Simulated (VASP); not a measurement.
Be2S3:

```
CELL_PARAMETERS angstrom
2.43500 -2.43500 0.00000
2.43500 2.43500 0.00000
-1.39604 0.00000 6.29711
ATOMIC_POSITIONS crystal
Be 0.44500 0.94500 0.81000
Be 0.05500 0.55500 0.19000
S 0.39000 0.39000 0.61900
S 0.61000 0.61000 0.38100
S 0.00000 0.00000 0.00000
```

| Quantity | Value |
| --- | --- |
| Program | VASP 6.6.1 |
| Task | relaxation of cell and atoms |
| Functional | PBE |
| Potentials or basis | VASP PAW PBE potentials, release 64 (Be, S) |
| Cutoff | 600 eV |
| k mesh | 5 × 5 × 3 |
| Occupations | gaussian, width 0.2 eV |
| Spin | no spin polarisation |

At the start: pressure 4.9 GPa; volume 14.93 Å³/atom.

Question: How do energy, volume and symmetry change on relaxing?

Answer: Over 15 steps the energy falls by 140.4 meV/atom and the volume is 15.91 Å³/atom (+6.5 %); space group C2 (No. 5, to 0.1 Å) before and after.

The path:
```
step  energy change (eV)  largest force (eV/Å)  pressure (GPa)  volume (Å³)
   1              0.0000                1.1038            4.89        74.67
   2             -0.3614                0.6334           -0.55        79.64
   3             -0.4551                0.3389           -3.91        83.75
   4             -0.6035                0.9793           -0.51        80.99
   5             -0.6038                0.9316           -0.67        81.10
   6             -0.6630                0.3622            0.52        78.99
   7             -0.6642                0.3734            0.31        79.26
   8             -0.6796                0.1919           -0.12        79.46
   9             -0.6824                0.2214           -0.36        79.59
  10             -0.6912                0.1564            0.11        79.17
  11             -0.6927                0.1921            0.42        78.92
  12             -0.6989                0.0806            0.06        79.30
  13             -0.7001                0.0922           -0.18        79.56
  14             -0.7007                0.1778            0.16        79.51
  15             -0.7019                0.0721            0.00        79.53
```

Final structure:
```yaml
crystal:
  lattice:
    - [2.32676, -2.62382, 0.18471]
    - [2.32676, 2.62382, 0.18471]
    - [-0.86161, 0.00000, 6.44536]
  atoms:
    - { symbol: Be, position: [0.49319, 0.94579, 0.80981] }
    - { symbol: Be, position: [0.05421, 0.50681, 0.19019] }
    - { symbol: S, position: [0.37310, 0.42768, 0.64079] }
    - { symbol: S, position: [0.57232, 0.62691, 0.35921] }
    - { symbol: S, position: [0.00719, 0.99281, 0.00000] }
```

Caveat: the relaxation stopped at a loose force limit of 0.08 eV/Å, so its end isn't a converged minimum.
